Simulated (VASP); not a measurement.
# CdSe (R3m) in VASP: further runs

CdSe is run at these levels: PBEsol; tasks: single point.

Program: VASP 6.6.1. These are calculated values, not measurements. Logs are shortened: lines on timing, memory, paths and dates and some standing lists are left out, and cuts for length are marked.

## Step 1: The cell of the first run

The structure is trigonal, space group R3m (No. 160). Conventional cell: a = 4.312 Å, b = 4.312 Å, c = 9.363 Å, α = 90.00°, β = 90.00°, γ = 120.00°. Within 3.1 Å of Cd (site symmetry 3m) lie 4 Se at 2.34 to 2.61 Å. Se (site symmetry 3m) has 4 Cd at 2.34 to 2.61 Å within 3.1 Å.

## Step 2: Single point, PBEsol

INCAR reads:

```
SYSTEM = CdSe
PREC     = Accurate       ! precision mode
ENCUT    = 520            ! plane-wave cutoff, eV
EDIFF    = 1E-6           ! SCF threshold, eV
ISMEAR   = 0              ! smearing method
SIGMA    = 0.05           ! smearing width, eV
LREAL    = .FALSE.        ! projectors in reciprocal space
LASPH    = .TRUE.         ! aspherical terms in the spheres
NELM     = 80             ! most SCF steps
ALGO     = Normal         ! electronic algorithm
ISIF     = 2              ! what is computed and relaxed
LWAVE    = .FALSE.        ! write WAVECAR
LCHARG   = .TRUE.         ! write CHGCAR
GGA      = PS             ! functional
LELF     = .TRUE.         ! ELF
LVHAR    = .TRUE.       
NBANDS   = 16             ! bands
```

KPOINTS reads:

```
regular mesh
0
G
  10 10 10
  0 0 0
```

POSCAR reads:

```
CdSe
1.0
    0.0000000000      3.0492117203      3.0492117203
    3.0492117203      0.0000000000      3.0492117203
    2.8182847527      2.8182847527      0.2309269676
Cd Se
1 1
Direct
    0.0000000000      0.0000000000      0.0000000000
    0.7500000000      0.7500000000      0.7500000000
```

Potentials or basis: VASP PAW PBE potentials, release 64 (Cd, Se).

Started as:

```sh
$ cat potpaw_PBE.64/Cd/POTCAR potpaw_PBE.64/Se/POTCAR > POTCAR
$ mpirun -np 1 vasp_std > vasp.out
```

OUTCAR:

```text
SYSTEM = CdSe
   PREC = Accurate
   ENCUT = 520
   EDIFF = 1E-6
   ISMEAR = 0
   LREAL = .FALSE.
   LASPH = .TRUE.
   NELM = 80
   ISIF = 2
   GGA = PS

 ion  position               nearest neighbor table
   1  0.000  0.000  0.000-   2 2.34   2 2.61   2 2.61   2 2.61
   2  0.750  0.750  0.750-   1 2.34   1 2.61   1 2.61   1 2.61

  LATTYP: Found a trigonal (rhomboedric) cell.
 ALAT       =     3.9923408120
 COS(alpha) =     0.4166624355

  Lattice vectors:

 A1 = (   2.8182847527,  -0.2309269676,  -2.8182847527)
 A2 = (  -0.2309269676,   2.8182847527,  -2.8182847527)
 A3 = (   2.8182847527,   2.8182847527,   0.2309269676)

Analysis of symmetry for initial positions (statically):
=====================================================================
 Subroutine PRICEL returns:
 Original cell was already a primitive cell.

 Routine SETGRP: Setting up the symmetry group for a
 trigonal (rhombohedral) supercell.

 Subroutine GETGRP returns: Found  6 space group operations
 (whereof  6 operations were pure point group operations)
 out of a pool of 12 trial point group operations.

The static configuration has the point symmetry C_3v.

Analysis of symmetry for dynamics (positions and initial velocities):
=====================================================================
 Subroutine PRICEL returns:
 Original cell was already a primitive cell.

 Routine SETGRP: Setting up the symmetry group for a
 trigonal (rhombohedral) supercell.

 Subroutine GETGRP returns: Found  6 space group operations
 (whereof  6 operations were pure point group operations)
 out of a pool of 12 trial point group operations.

The dynamic configuration has the point symmetry C_3v.

 Subroutine INISYM returns: Found  6 space group operations
 (whereof  6 operations are pure point group operations),
 and found     1 'primitive' translations

----------------------------------------------------------------------------------------

                                     Primitive cell

  volume of cell :      50.2600

  direct lattice vectors                    reciprocal lattice vectors
     0.000000000  3.049211720  3.049211720    -0.170981832  0.156971780  0.170981832
     3.049211720  0.000000000  3.049211720     0.156971780 -0.170981832  0.170981832
     2.818284753  2.818284753  0.230926968     0.184991884  0.184991884 -0.184991884

  length of vectors
     4.312236569  4.312236569  3.992340812     0.288287554  0.288287554  0.320415343

  position of ions in fractional coordinates (direct lattice)
     0.000000000  0.000000000  0.000000000
     0.750000000  0.750000000  0.750000000

  ion indices of the primitive-cell ions
   primitive index   ion index
                 1           1
                 2           2

----------------------------------------------------------------------------------------

 KPOINTS: regular mesh

Automatic generation of k-mesh.
 Grid dimensions read from file:
 generate k-points for:   10   10   10

 Generating k-lattice:

  Cartesian coordinates                     Fractional coordinates (reciprocal lattice)
    -0.017098183  0.015697178  0.017098183     0.100000000  0.000000000  0.000000000
     0.015697178 -0.017098183  0.017098183     0.000000000  0.100000000  0.000000000
     0.018499188  0.018499188 -0.018499188     0.000000000  0.000000000  0.100000000

  Length of vectors
     0.028828755  0.028828755  0.032041534

  Shift w.r.t. Gamma in fractional coordinates (k-lattice)
     0.000000000  0.000000000  0.000000000

 Subroutine IBZKPT returns following result:
 ===========================================

 Found    116 irreducible k-points:

 Following reciprocal coordinates:
            Coordinates               Weight
  0.000000  0.000000  0.000000      1.000000
  0.100000  0.000000 -0.000000      6.000000
  0.200000  0.000000 -0.000000      6.000000
  0.300000  0.000000  0.000000      6.000000
  0.400000  0.000000  0.000000      6.000000
  0.500000  0.000000  0.000000      3.000000
[... 16 lines left out ...]
  0.300000  0.300000  0.000000      6.000000
  0.400000  0.300000  0.000000     12.000000
 [... further k-points ...]
   k-points           NKPTS =    116   k-points in BZ     NKDIM =    116   number of bands    NBANDS=     16
   number of dos      NEDOS =    301   number of ions     NIONS =      2
   total plane-waves  NPLWV =  30720
   dimension x,y,z NGX =    32 NGY =   32 NGZ =   30
   dimension x,y,z NGXF=    64 NGYF=   64 NGZF=   60
   ions per type =               1   1
   NGX,Y,Z   is equivalent  to a cutoff of  12.34, 12.34, 12.49 a.u.
   NGXF,Y,Z  is equivalent  to a cutoff of  24.67, 24.67, 24.98 a.u.
 SYSTEM =  CdSe
   PREC   = accura    normal or accurate (medium, high low for compatibility)
   ISTART =      0    job   : 0-new  1-cont  2-samecut
   ICHARG =      2    charge: 1-file 2-atom 10-const
   ISPIN  =      1    spin polarized calculation?
   LNONCOLLINEAR =      F non collinear calculations
   LSORBIT =      F    spin-orbit coupling
   LASPH  =      T    aspherical Exc in radial PAW
   ENCUT  =  520.0 eV  38.22 Ry    6.18 a.u.   8.02  8.02  7.42*2*pi/ulx,y,z
   NELM   =     80;   NELMIN=  2; NELMDL= -5     # of ELM steps
   EDIFF  = 0.1E-05   stopping-criterion for ELM
   LREAL  =      F    real-space projection
   EDIFFG = 0.1E-04   stopping-criterion for IOM
   NSW    =      0    number of steps for IOM
   IBRION =     -1    ionic relax: 0-MD 1-quasi-New 2-CG
   NFREE  =      0    steps in history (QN), initial steepest desc. (CG)
   ISIF   =      2    stress and relaxation
   ISYM   =      2    0-nonsym 1-usesym 2-fastsym
   POTIM  = 0.5000    time-step for ionic-motion
   TEBEG  =    0.0;   TEEND  =   0.0 temperature during run
   PSTRESS=    0.0 pullay stress
   NELECT =      18.0000    total number of electrons
   NUPDOWN=      -1.0000    fix difference up-down
   EMIN   =  10.00;   EMAX   =-10.00  energy-range for DOS
   EFERMI =   0.00;   METHOD = LEGACY
   ISMEAR =     0;   SIGMA  =   0.05  broadening in eV -4-tet -1-fermi 0-gaus
   EFERMI_NEDOS =   21; number of points for ismear=-14 and -15
   IALGO  =     38    algorithm
   IMIX   =      4    mixing-type and parameters
     AMIX     =   0.40;   BMIX     =  1.00
     AMIX_MAG =   1.60;   BMIX_MAG =  1.00
  volume/ion in A,a.u.               =      25.13       169.59
  Fermi-wavevector in a.u.,A,eV,Ry     =   1.162585  2.196968 18.389698  1.351605
  Thomas-Fermi vector in A             =   2.299145
   LORBIT       =      0    0 simple, 1 ext, 2 COOP (PROOUT), +10 PAW based schemes
   GGA     = PS    functional components
   LHFCALC =     F    Hartree Fock is set to
   AEXX    =    0.0000 exact exchange contribution
   IVDW    =     0    specifies the selected vdW correction
   LEPSILON=     F    determine dielectric tensor
   LRPA    =     F    only Hartree local field effects (RPA)
 non-spin polarized calculation
 Gauss-broadening in eV      SIGMA  =   0.05
  energy-cutoff  :      520.00
  volume of cell :       50.26
 maximum number of plane-waves:      1370
   NGX = 17   NGY = 17   NGZ = 15

 number of electron      17.9999998 magnetization

 Free energy of the ion-electron system (eV)
  ---------------------------------------------------
  ext. energy  EPLUGINS =         0.00000000
  ---------------------------------------------------
  free energy    TOTEN  =        -5.78704897 eV

  energy without entropy =       -5.78704897  energy(sigma->0) =       -5.78704897

 E-fermi :   2.1650     XC(G=0):  -9.6190

 val. band max:        1.8848658950   @ k =   0.0000   0.0000   0.0000
 cond. band min:       2.5070761257   @ k =   0.0000   0.0000   0.0000
 fundamental gap:      0.6222102307
 Fermi energy:         2.1650096687

 k-point     1 :       0.0000    0.0000    0.0000
  band No.  band energies     occupation
      1     -11.6149      2.00000
      2      -6.7586      2.00000
      3      -6.6148      2.00000
      4      -6.6148      2.00000
      5      -6.1178      2.00000
      6      -6.1178      2.00000
[... 8 lines left out ...]
     15      13.2266      0.00000
     16      13.2266      0.00000

 k-point     2 :       0.1000    0.0000   -0.0000
  band No.  band energies     occupation
      1     -11.5734      2.00000
      2      -6.7432      2.00000
      3      -6.6058      2.00000
      4      -6.5827      2.00000
      5      -6.1185      2.00000
      6      -6.1167      2.00000
[... 8 lines left out ...]
     15      12.3111      0.00000
     16      13.1028      0.00000

 k-point     3 :       0.2000    0.0000   -0.0000
  band No.  band energies     occupation
      1     -11.4635      2.00000
      2      -6.7019      2.00000
      3      -6.5843      2.00000
      4      -6.4761      2.00000
      5      -6.1172      2.00000
      6      -6.1102      2.00000
[... 8 lines left out ...]
     15      12.1769      0.00000
     16      12.6553      0.00000

 k-point     4 :       0.3000    0.0000    0.0000
  band No.  band energies     occupation
      1     -11.3250      2.00000
      2      -6.6524      2.00000
      3      -6.5633      2.00000
      4      -6.2815      2.00000
      5      -6.1087      2.00000
      6      -6.0838      2.00000
[... 8 lines left out ...]
     15      11.9837      0.00000
     16      12.9543      0.00000
[... 324 lines left out ...]
 k-point    22 :      -0.2000    0.2000    0.0000
  band No.  band energies     occupation
      1     -11.2865      2.00000
      2      -6.6407      2.00000
      3      -6.5189      2.00000
      4      -6.3055      2.00000
      5      -6.1107      2.00000
      6      -6.0335      2.00000
[... 8 lines left out ...]
     15      13.3731      0.00000
     16      14.5060      0.00000

 k-point    23 :       0.3000    0.3000    0.0000
  band No.  band energies     occupation
      1     -11.1953      2.00000
      2      -6.5353      2.00000
      3      -6.4462      2.00000
      4      -6.3457      2.00000
      5      -6.0795      2.00000
      6      -6.0719      2.00000
[... 8 lines left out ...]
     15      13.7491      0.00000
     16      15.8864      0.00000

 k-point    24 :       0.4000    0.3000    0.0000
  band No.  band energies     occupation
      1     -11.1037      2.00000
      2      -6.4882      2.00000
      3      -6.4393      2.00000
      4      -6.2678      2.00000
      5      -6.0742      2.00000
      6      -5.9242      2.00000
[... 8 lines left out ...]
     15      14.1006      0.00000
     16      15.7175      0.00000

 [... further k-points ...]

------------------------ aborting loop because EDIFF is reached ----------------------------------------

  FORCE on cell =-STRESS in cart. coord.  units (eV):
  Direction    XX          YY          ZZ          XY          YZ          ZX
  --------------------------------------------------------------------------------------
  -------------------------------------------------------------------------------------
  Total        3.2037636      3.2037636      3.2037636      2.1797955     -2.1797955     -2.1797955
  in kB      102.1288778    102.1288778    102.1288778     69.4870470    -69.4870470    -69.4870470
  external PRESSURE =     102.1288778 kB  Pullay stress =       0.0000000 kB

 VOLUME and BASIS-vectors are now :
 -----------------------------------------------------------------------------
  energy-cutoff  :      520.00
  volume of cell :       50.26
      direct lattice vectors                 reciprocal lattice vectors
     0.000000000  3.049211720  3.049211720    -0.170981832  0.156971780  0.170981832
     3.049211720  0.000000000  3.049211720     0.156971780 -0.170981832  0.170981832
     2.818284753  2.818284753  0.230926968     0.184991884  0.184991884 -0.184991884

 POSITION                                       TOTAL-FORCE (eV/Angst)
 -----------------------------------------------------------------------------------
      0.00000      0.00000      0.00000        -1.256988     -1.256988      1.256988
      4.40062      4.40062      4.74701         1.256988      1.256988     -1.256988
 -----------------------------------------------------------------------------------
    total drift:                                0.000038      0.000038     -0.000032

  FREE ENERGIE OF THE ION-ELECTRON SYSTEM (eV)
  ---------------------------------------------------
  free  energy   TOTEN  =        -5.7870489694 eV

  energy  without entropy=       -5.7870489694  energy(sigma->0) =       -5.78704897
```

Run time: 34 s. Hardware: 1 thread of Intel Xeon Platinum 8559C (Emerald Rapids), shared host; peak memory 0.24 GiB.

What came out:

```
Free energy            : -5.7870 eV
Pressure               : 10.2 GPa
Largest force          : 2.177 eV/Å
Band gap on the k mesh : 0.62 eV, direct
```

Forces on the atoms (eV/Å):
```
Cd  -1.257 -1.257  1.257
Se   1.257  1.257 -1.257
```

Caveat: the PAW data sets were made with another functional, which shifts forces and pressure a little. PBEsol gaps usually lie below the measured ones, often by a third to a half.

[end of part 1 of 2]
